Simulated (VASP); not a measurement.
A run of VASP 6.6.1 is set up as follows.

Contents of POSCAR:

```
Zn
1.0
    2.5811580155      0.0000000000      0.0000000000
    0.0000000000      2.5811580155      0.0000000000
    0.0000000000      0.0000000000      2.5811580155
Zn
1
Direct
    0.0000000000      0.0000000000      0.0000000000
```

File INCAR.step1:

```
PREC     = Accurate       # precision mode
ENCUT    = 520            # plane-wave cutoff, eV
ISMEAR   = -1             # smearing method
SIGMA    = 0.1            # smearing width, eV
LREAL    = False          # projectors in reciprocal space
LASPH    = True           # aspherical terms in the spheres
NELM     = 60             # most SCF steps
NBANDS   = 12             # bands
GGA      = PE             # functional
ALGO     = Normal         # electronic algorithm
EDIFF    = 1E-4           # SCF threshold, eV
LWAVE    = True           # write WAVECAR
LCHARG   = False          # write CHGCAR
```

INCAR.step2

```
PREC     = Accurate       # precision mode
ENCUT    = 520            # plane-wave cutoff, eV
EDIFF    = 1E-6           # SCF threshold, eV
ISMEAR   = -1             # smearing method
SIGMA    = 0.1            # smearing width, eV
LREAL    = False          # projectors in reciprocal space
LASPH    = True           # aspherical terms in the spheres
NELM     = 60             # most SCF steps
ALGO     = Normal         # electronic algorithm
ISIF     = 2              # what is computed and relaxed
LWAVE    = False          # write WAVECAR
LCHARG   = True           # write CHGCAR
METAGGA  = R2SCAN         # meta-GGA
LMIXTAU  = True         
LELF     = True           # ELF
LVHAR    = True         
NBANDS   = 12             # bands
ISTART   = 1
```

File KPOINTS:

```
Automatic mesh
0
Gamma
  6 6 6
```

Potentials or basis: VASP PAW PBE potentials, release 64 (Zn).

Launch:

```sh
$ cat potpaw_PBE.64/Zn/POTCAR > POTCAR
$ cp INCAR.step1 INCAR
$ mpirun -np 1 vasp_std > vasp.out
$ cp INCAR.step2 INCAR
$ mpirun -np 1 vasp_std > vasp.out
```

Problem. Predict the pressure.

Solution. 1.7 GPa.

Problem. Estimate the band gap on the k mesh.

Solution. Zero (bands 6 and 7 overlap by 8.90 eV).

Caveat: the k points lie up to 0.41 Å⁻¹ apart, too coarse for converged energies and pressures of a metal; the PAW data sets were made with another functional, which shifts forces and pressure a little.
